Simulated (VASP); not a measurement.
# MgO (Fm-3m) in VASP: a series of runs

MgO is run at these levels: LDA; tasks: single point, relaxation of cell and atoms.

Program: VASP 6.6.1. These are calculated values, not measurements. Logs are shortened: lines on timing, memory, paths and dates and some standing lists are left out, and cuts for length are marked.

**Measured values to compare with.**

From “Electronic structure of alkaline earth and post-transition metal oxides”, 2009, arxiv:0908.1581, for a bulk crystal of MgO: band gap 7.83 eV.

The runs below are set against these values where they give the same quantity.

## Step 1: The cell of the first run

It takes space group Fm-3m (No. 225, cubic). The conventional cell has a = 4.159 Å, b = 4.159 Å, c = 4.159 Å, α = 90.00°, β = 90.00°, γ = 90.00°. Mg (site symmetry m-3m) has 6 O at 2.08 Å within 2.8 Å. O (site symmetry m-3m) has 6 Mg at 2.08 Å within 2.8 Å.

## Step 2: Single point, LDA

INCAR reads:

```
ALGO = Normal
EDIFF = 1E-6
ENCUT = 520
GGA = CA
ISIF = 2
ISMEAR = 0
LASPH = True
LCHARG = True
LELF = True
LREAL = False
LVHAR = True
LWAVE = False
NBANDS = 11
NELM = 60
PREC = Accurate
SIGMA = 0.01
```

KPOINTS reads:

```
k-points
0
Gamma
  8 8 8
```

POSCAR reads:

```
MgO
1.0
    0.0000000000      2.0796027515      2.0796027515
    2.0796027515      0.0000000000      2.0796027515
    2.0796027515      2.0796027515      0.0000000000
Mg O
1 1
Direct
    0.0000000000      0.0000000000      0.0000000000
    0.5000000000      0.5000000000      0.5000000000
```

Potentials or basis: VASP PAW LDA potentials, release 64 (Mg, O).

Command:

```console
$ cat potpaw_LDA.64/Mg/POTCAR potpaw_LDA.64/O/POTCAR > POTCAR
$ mpirun -np 1 vasp_std > vasp.out
```

OUTCAR:

```text
EDIFF = 1E-6
   ENCUT = 520
   GGA = CA
   ISIF = 2
   ISMEAR = 0
   LASPH = True
   LREAL = False
   NELM = 60
   PREC = Accurate

 ion  position               nearest neighbor table
   1  0.000  0.000  0.000-   2 2.08   2 2.08   2 2.08   2 2.08   2 2.08   2 2.08
   2  0.500  0.500  0.500-   1 2.08   1 2.08   1 2.08   1 2.08   1 2.08   1 2.08

  LATTYP: Found a face centered cubic cell.
 ALAT       =     4.1592055030

  Lattice vectors:

 A1 = (   0.0000000000,   2.0796027515,   2.0796027515)
 A2 = (   2.0796027515,   0.0000000000,   2.0796027515)
 A3 = (   2.0796027515,   2.0796027515,   0.0000000000)

Analysis of symmetry for initial positions (statically):
=====================================================================
 Subroutine PRICEL returns:
 Original cell was already a primitive cell.

 Routine SETGRP: Setting up the symmetry group for a
 face centered cubic supercell.

 Subroutine GETGRP returns: Found 48 space group operations
 (whereof 48 operations were pure point group operations)
 out of a pool of 48 trial point group operations.

The static configuration has the point symmetry O_h .

Analysis of symmetry for dynamics (positions and initial velocities):
=====================================================================
 Subroutine PRICEL returns:
 Original cell was already a primitive cell.

 Routine SETGRP: Setting up the symmetry group for a
 face centered cubic supercell.

 Subroutine GETGRP returns: Found 48 space group operations
 (whereof 48 operations were pure point group operations)
 out of a pool of 48 trial point group operations.

The dynamic configuration has the point symmetry O_h .

 Subroutine INISYM returns: Found 48 space group operations
 (whereof 48 operations are pure point group operations),
 and found     1 'primitive' translations

----------------------------------------------------------------------------------------

                                     Primitive cell

  volume of cell :      17.9875

  direct lattice vectors                    reciprocal lattice vectors
     0.000000000  2.079602751  2.079602751    -0.240430534  0.240430534  0.240430534
     2.079602751  0.000000000  2.079602751     0.240430534 -0.240430534  0.240430534
     2.079602751  2.079602751  0.000000000     0.240430534  0.240430534 -0.240430534

  length of vectors
     2.941002416  2.941002416  2.941002416     0.416437901  0.416437901  0.416437901

  position of ions in fractional coordinates (direct lattice)
     0.000000000  0.000000000  0.000000000
     0.500000000  0.500000000  0.500000000

  ion indices of the primitive-cell ions
   primitive index   ion index
                 1           1
                 2           2

----------------------------------------------------------------------------------------

 KPOINTS: k-points

Automatic generation of k-mesh.
 Grid dimensions read from file:
 generate k-points for:    8    8    8

 Generating k-lattice:

  Cartesian coordinates                     Fractional coordinates (reciprocal lattice)
    -0.030053817  0.030053817  0.030053817     0.125000000  0.000000000  0.000000000
     0.030053817 -0.030053817  0.030053817     0.000000000  0.125000000  0.000000000
     0.030053817  0.030053817 -0.030053817     0.000000000  0.000000000  0.125000000

  Length of vectors
     0.052054738  0.052054738  0.052054738

  Shift w.r.t. Gamma in fractional coordinates (k-lattice)
     0.000000000  0.000000000  0.000000000

 Subroutine IBZKPT returns following result:
 ===========================================

 Found     29 irreducible k-points:

 Following reciprocal coordinates:
            Coordinates               Weight
  0.000000  0.000000  0.000000      1.000000
  0.125000  0.000000  0.000000      8.000000
  0.250000  0.000000  0.000000      8.000000
  0.375000  0.000000  0.000000      8.000000
  0.500000  0.000000  0.000000      4.000000
  0.125000  0.125000  0.000000      6.000000
[... 16 lines left out ...]
  0.500000  0.250000  0.125000     48.000000
 -0.375000  0.250000  0.125000     24.000000
 [... further k-points ...]
   k-points           NKPTS =     29   k-points in BZ     NKDIM =     29   number of bands    NBANDS=     11
   number of dos      NEDOS =    301   number of ions     NIONS =      2
   total plane-waves  NPLWV =  13824
   dimension x,y,z NGX =    24 NGY =   24 NGZ =   24
   dimension x,y,z NGXF=    48 NGYF=   48 NGZF=   48
   ions per type =               1   1
   NGX,Y,Z   is equivalent  to a cutoff of  13.57, 13.57, 13.57 a.u.
   NGXF,Y,Z  is equivalent  to a cutoff of  27.13, 27.13, 27.13 a.u.
 SYSTEM =  unknown system
   PREC   = accura    normal or accurate (medium, high low for compatibility)
   ISTART =      0    job   : 0-new  1-cont  2-samecut
   ICHARG =      2    charge: 1-file 2-atom 10-const
   ISPIN  =      1    spin polarized calculation?
   LNONCOLLINEAR =      F non collinear calculations
   LSORBIT =      F    spin-orbit coupling
   LASPH  =      T    aspherical Exc in radial PAW
   ENCUT  =  520.0 eV  38.22 Ry    6.18 a.u.   5.47  5.47  5.47*2*pi/ulx,y,z
   NELM   =     60;   NELMIN=  2; NELMDL= -5     # of ELM steps
   EDIFF  = 0.1E-05   stopping-criterion for ELM
   LREAL  =      F    real-space projection
   EDIFFG = 0.1E-04   stopping-criterion for IOM
   NSW    =      0    number of steps for IOM
   IBRION =     -1    ionic relax: 0-MD 1-quasi-New 2-CG
   NFREE  =      0    steps in history (QN), initial steepest desc. (CG)
   ISIF   =      2    stress and relaxation
   ISYM   =      2    0-nonsym 1-usesym 2-fastsym
   POTIM  = 0.5000    time-step for ionic-motion
   TEBEG  =    0.0;   TEEND  =   0.0 temperature during run
   PSTRESS=    0.0 pullay stress
   NELECT =       8.0000    total number of electrons
   NUPDOWN=      -1.0000    fix difference up-down
   EMIN   =  10.00;   EMAX   =-10.00  energy-range for DOS
   EFERMI =   0.00;   METHOD = LEGACY
   ISMEAR =     0;   SIGMA  =   0.01  broadening in eV -4-tet -1-fermi 0-gaus
   EFERMI_NEDOS =   21; number of points for ismear=-14 and -15
   IALGO  =     38    algorithm
   IMIX   =      4    mixing-type and parameters
     AMIX     =   0.40;   BMIX     =  1.00
     AMIX_MAG =   1.60;   BMIX_MAG =  1.00
  volume/ion in A,a.u.               =       8.99        60.69
  Fermi-wavevector in a.u.,A,eV,Ry     =   1.249629  2.361456 21.246487  1.561573
  Thomas-Fermi vector in A             =   2.383661
   LORBIT       =      0    0 simple, 1 ext, 2 COOP (PROOUT), +10 PAW based schemes
   GGA     = CA    functional components
   LHFCALC =     F    Hartree Fock is set to
   AEXX    =    0.0000 exact exchange contribution
   IVDW    =     0    specifies the selected vdW correction
   LEPSILON=     F    determine dielectric tensor
   LRPA    =     F    only Hartree local field effects (RPA)
 non-spin polarized calculation
 Gauss-broadening in eV      SIGMA  =   0.01
  energy-cutoff  :      520.00
  volume of cell :       17.99
 maximum number of plane-waves:       531
 NGX is ok and might be reduce to    24
   NGX = 11   NGY = 11   NGZ = 11

 number of electron       8.0000000 magnetization

 Free energy of the ion-electron system (eV)
  ---------------------------------------------------
  ext. energy  EPLUGINS =         0.00000000
  ---------------------------------------------------
  free energy    TOTEN  =       -13.44476611 eV

  energy without entropy =      -13.44476611  energy(sigma->0) =      -13.44476611

 E-fermi :   3.3584     XC(G=0): -11.7759

 val. band max:        3.1742197937   @ k =   0.0000   0.0000   0.0000
 cond. band min:       8.2090548973   @ k =   0.0000   0.0000   0.0000
 fundamental gap:      5.0348351037
 Fermi energy:         3.3584238242

 k-point     1 :       0.0000    0.0000    0.0000
  band No.  band energies     occupation
      1     -14.0315      2.00000
      2       3.1742      2.00000
      3       3.1742      2.00000
      4       3.1742      2.00000
      5       8.2091      0.00000
      6      18.9050      0.00000
      7      18.9050      0.00000
      8      18.9050      0.00000
      9      23.0298      0.00000
     10      24.7206      0.00000
     11      24.7206      0.00000

 k-point     2 :       0.1250    0.0000    0.0000
  band No.  band energies     occupation
      1     -13.8498      2.00000
      2       2.1948      2.00000
      3       3.0616      2.00000
      4       3.0616      2.00000
      5       9.1092      0.00000
      6      17.2434      0.00000
      7      19.2858      0.00000
      8      19.2858      0.00000
      9      23.7870      0.00000
     10      23.7870      0.00000
     11      25.2569      0.00000

 k-point     3 :       0.2500    0.0000    0.0000
  band No.  band energies     occupation
      1     -13.3743      2.00000
      2       0.4065      2.00000
      3       2.8029      2.00000
      4       2.8029      2.00000
      5      10.5029      0.00000
      6      15.7647      0.00000
      7      19.8448      0.00000
      8      19.8448      0.00000
      9      23.3940      0.00000
     10      23.3940      0.00000
     11      25.4428      0.00000

 k-point     4 :       0.3750    0.0000    0.0000
  band No.  band energies     occupation
      1     -12.8305      2.00000
      2      -1.0998      2.00000
      3       2.5602      2.00000
      4       2.5602      2.00000
      5      11.1006      0.00000
      6      15.7121      0.00000
      7      19.7193      0.00000
      8      19.7193      0.00000
      9      24.6292      0.00000
     10      24.7248      0.00000
     11      24.7248      0.00000

 k-point     5 :       0.5000    0.0000    0.0000
  band No.  band energies     occupation
      1     -12.5776      2.00000
      2      -1.6962      2.00000
      3       2.4638      2.00000
      4       2.4638      2.00000
      5      11.1468      0.00000
      6      16.0038      0.00000
      7      19.5612      0.00000
      8      19.5612      0.00000
      9      24.3001      0.00000
     10      25.8027      0.00000
     11      25.8027      0.00000
[... 211 lines left out ...]
 k-point    21 :       0.5000    0.5000    0.0000
  band No.  band energies     occupation
      1     -12.2921      2.00000
      2      -1.1383      2.00000
      3       1.7472      2.00000
      4       1.7472      2.00000
      5      12.0977      0.00000
      6      13.2906      0.00000
      7      16.4697      0.00000
      8      22.3860      0.00000
      9      22.3860      0.00000
     10      28.9971      0.00000
     11      30.1957      0.00000

 k-point    22 :       0.3750    0.2500    0.1250
  band No.  band energies     occupation
      1     -13.0325      2.00000
      2       0.0275      2.00000
      3       1.9434      2.00000
      4       2.5111      2.00000
      5      11.9277      0.00000
      6      14.5907      0.00000
      7      18.3731      0.00000
      8      20.8461      0.00000
      9      21.3457      0.00000
     10      25.7352      0.00000
     11      29.2650      0.00000

 k-point    23 :       0.5000    0.2500    0.1250
  band No.  band energies     occupation
      1     -12.6027      2.00000
      2      -0.7252      2.00000
      3       1.3328      2.00000
      4       2.2415      2.00000
      5      12.8293      0.00000
      6      14.8893      0.00000
      7      17.2163      0.00000
      8      20.4643      0.00000
      9      22.9735      0.00000
     10      25.7527      0.00000
     11      29.4451      0.00000

 k-point    24 :      -0.3750    0.2500    0.1250
  band No.  band energies     occupation
      1     -12.4093      2.00000
      2      -1.0519      2.00000
      3       1.1147      2.00000
      4       2.1152      2.00000
      5      12.9409      0.00000
      6      15.5284      0.00000
      7      16.7784      0.00000
      8      20.2236      0.00000
      9      23.8707      0.00000
     10      25.4160      0.00000
     11      29.5666      0.00000

 [... further k-points ...]

------------------------ aborting loop because EDIFF is reached ----------------------------------------

  FORCE on cell =-STRESS in cart. coord.  units (eV):
  Direction    XX          YY          ZZ          XY          YZ          ZX
  --------------------------------------------------------------------------------------
  -------------------------------------------------------------------------------------
  Total       -0.1888966     -0.1888966     -0.1888966     -0.0000000     -0.0000000      0.0000000
  in kB      -16.8253281    -16.8253281    -16.8253281     -0.0000000     -0.0000000      0.0000000
  external PRESSURE =     -16.8253281 kB  Pullay stress =       0.0000000 kB

 VOLUME and BASIS-vectors are now :
 -----------------------------------------------------------------------------
  energy-cutoff  :      520.00
  volume of cell :       17.99
      direct lattice vectors                 reciprocal lattice vectors
     0.000000000  2.079602751  2.079602751    -0.240430534  0.240430534  0.240430534
     2.079602751  0.000000000  2.079602751     0.240430534 -0.240430534  0.240430534
     2.079602751  2.079602751  0.000000000     0.240430534  0.240430534 -0.240430534

 POSITION                                       TOTAL-FORCE (eV/Angst)
 -----------------------------------------------------------------------------------
      0.00000      0.00000      0.00000         0.000000      0.000000      0.000000
      2.07960      2.07960      2.07960        -0.000000     -0.000000     -0.000000
 -----------------------------------------------------------------------------------
    total drift:                               -0.000000     -0.000000      0.000000

  FREE ENERGIE OF THE ION-ELECTRON SYSTEM (eV)
  ---------------------------------------------------
  free  energy   TOTEN  =       -13.4447661093 eV

  energy  without entropy=      -13.4447661093  energy(sigma->0) =      -13.44476611
```

Wall time 10 s (1 thread of AMD EPYC 7R13, shared host); peak memory 0.1 GiB.

What came out:

```yaml
Free_energy: -13.4448 eV
Pressure: -1.7 GPa
Band_gap_on_the_k_mesh: 5.03 eV, direct
```

Levels at points of the mesh, in eV from the valence-band top:
```tsv
k point	band 1	band 2	band 3	band 4	band 5	band 6	band 7	band 8	band 9
(0.00, 0.00, 0.00)	-17.21	0.00	0.00	0.00	5.03	15.73	15.73	15.73	19.86
(0.50, 0.00, 0.00)	-15.75	-4.87	-0.71	-0.71	7.97	12.83	16.39	16.39	21.13
(0.50, 0.50, 0.00)	-15.47	-4.31	-1.43	-1.43	8.92	10.12	13.30	19.21	19.21
```

## Step 3: Relaxation of cell and atoms, LDA

This run uses another cell than the first one, of 9.37 Å³/atom, 1.042 times its volume.

INCAR reads:

```
SYSTEM = MgO
PREC = Accurate ; ENCUT = 600
EDIFF = 1E-7 ; ISMEAR = 0
SIGMA = 0.01 ; LREAL = .FALSE.
LASPH = .TRUE. ; NELM = 80
ALGO = Normal ; ISIF = 3
LWAVE = .FALSE. ; LCHARG = .FALSE.
IBRION = 2 ; NSW = 80
EDIFFG = -0.002
```

KPOINTS reads:

```
regular mesh
0
G
  8 8 8
  0 0 0
```

POSCAR reads:

```
MgO
1.0
    0.0000000000      2.1085000000      2.1085000000
    2.1085000000      0.0000000000      2.1085000000
    2.1085000000      2.1085000000      0.0000000000
Mg O
1 1
Direct
    0.0000000000      0.0000000000      0.0000000000
    0.5000000000      0.5000000000      0.5000000000
```

Potentials or basis: VASP PAW LDA potentials, release 64 (Mg, O).

Command:

```console
$ cat potpaw_LDA.64/Mg/POTCAR potpaw_LDA.64/O/POTCAR > POTCAR
$ mpirun -np 1 vasp_std > vasp.out
```

Run time: 17 s. Hardware: 1 thread of AMD EPYC 7R13, shared host; peak memory 0.11 GiB.

Results (log left out):

- Free energy: -13.4516 eV
- Relaxed volume: 8.89 Å³/atom
- Relaxed cell: a = 2.930 Å, b = 2.930 Å, c = 2.930 Å, α = 60.00°, β = 60.00°, γ = 60.00°
- Space group after relaxing (to 0.05 Å): Fm-3m (No. 225)
- Energy gained by relaxing: 13.4 meV/atom
- Ionic steps: 3
- Pressure after relaxing: 0.0 GPa
- Band gap on the k mesh: 5.15 eV, direct

Step by step:
```tsv
step	energy change (eV)	largest force (eV/Å)	pressure (GPa)	volume (Å³)
1	0.0000	0.0000	-8.48	18.75
2	-0.0227	0.0000	3.71	17.43
3	-0.0267	0.0000	0.01	17.78
```

Final structure:
```
Mg O
1.0
     0.00000    2.07166    2.07166
     2.07166    0.00000    2.07166
     2.07166    2.07166    0.00000
Mg O
1 1
Direct
  0.00000 0.00000 0.00000
  0.50000 0.50000 0.50000
```

Levels at points of the mesh, in eV from the valence-band top:
```csv
k point,band 1,band 2,band 3,band 4,band 5,band 6,band 7,band 8
"(0.00, 0.00, 0.00)",-17.27,0.00,0.00,0.00,5.15,15.80,15.80,15.80
"(0.50, 0.00, 0.00)",-15.78,-4.92,-0.72,-0.72,8.05,12.96,16.51,16.51
"(0.50, 0.50, 0.00)",-15.49,-4.36,-1.44,-1.44,8.94,10.25,13.42,19.39
```

LDA usually gives volumes a few per cent too small. Zero-point motion and thermal expansion aren't in these numbers.

## Step 4: How close it comes

Step 2. Against the measured gap of MgO, 7.83 eV (quoted in “Electronic structure of alkaline earth and post-transition metal oxides”, 2009, arxiv:0908.1581), the calculated 5.03 eV is off by -2.80 eV. The value is that of LDA, without temperature or zero-point motion. Semilocal functionals fall short of measured gaps as a rule.
